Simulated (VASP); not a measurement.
Runs of VASP 6.6.1 on SnC3. The structure is that of space group P-4m2 (No. 115), or close to it. The cells are those of the table. 

```tsv
level	cell	gap on the mesh (eV)	pressure (GPa)	largest force (eV/Å)
r2SCAN	a = 2.979, b = 2.979, c = 4.644 Å, 4 atoms	0.40	0.4	0.01
PBE	a = 2.985, b = 2.985, c = 4.671 Å, 4 atoms	0.23	0.0	0.01
PBE	a = 2.924, b = 2.924, c = 4.576 Å, 4 atoms	0.34	14.7	(b)
PBE	a = 3.014, b = 3.014, c = 4.718 Å, 4 atoms	0.12	-5.7	0.14
r2SCAN	a = 3.008, b = 3.008, c = 4.689 Å, 4 atoms	(a)	-5.7	(c)
r2SCAN	a = 3.037, b = 3.037, c = 4.735 Å, 4 atoms	0.14	-10.9	(d)
PBE	a = 2.954, b = 2.954, c = 4.624 Å, 4 atoms	0.35	6.8	0.14
r2SCAN	a = 2.918, b = 2.918, c = 4.549 Å, 4 atoms	0.59	16.1	0.39
```

Alike in all rows: task single point; potentials or basis VASP PAW PBE potentials, release 64 (C, Sn_d); no spin polarisation; k mesh 8 × 8 × 4; cutoff (eV) 520; smearing gaussian 0.01 eV.

Question: Estimate the missing entries.

Answer: (a) 0.27; (b) 0.32; (c) 0.15; (d) 0.30.

Caveats: spin-orbit coupling is left out, which moves the levels of the heavy elements; the PAW data sets were made with another functional, which shifts forces and pressure a little (some runs).

A k mesh can miss the band edges, and the runs leave out spin-orbit coupling on Sn.
